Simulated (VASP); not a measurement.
Runs of VASP 6.6.1 on Cr2O (antifluorite type). The structure is that of space group Fm-3m (No. 225), or close to it. The cells are those of the table. 

| cell | gap on the mesh (eV) | pressure (GPa) |
| --- | --- | --- |
| a = 3.505 Å, angles 60.0°, 3 atoms | none | 0.1 |
| a = 3.481 Å, angles 60.0°, 3 atoms | none | (a) |
| a = 3.573 Å, angles 60.0°, 3 atoms | none | -10.4 |
| a = 3.457 Å, angles 60.0°, 3 atoms | none | (b) |
| a = 3.528 Å, angles 60.0°, 3 atoms | none | -3.8 |
| a = 3.551 Å, angles 60.0°, 3 atoms | none | -7.3 |

Alike in all rows: task single point; level PBE; potentials or basis VASP PAW PBE potentials, release 64 (Cr_pv, O); no spin polarisation; k mesh 19 × 19 × 19; cutoff (eV) 600; smearing fermi-dirac 0.0612256 eV.

Estimate the missing entries.

(a) 4.4; (b) 9.3.

Caveats: the run has no spin polarisation, though such a crystal can be magnetic; the cell stands under tension (at least some runs); the cell stands under pressure (at least some runs).

A gap of «none» marks levels without a gap at the run's occupations.
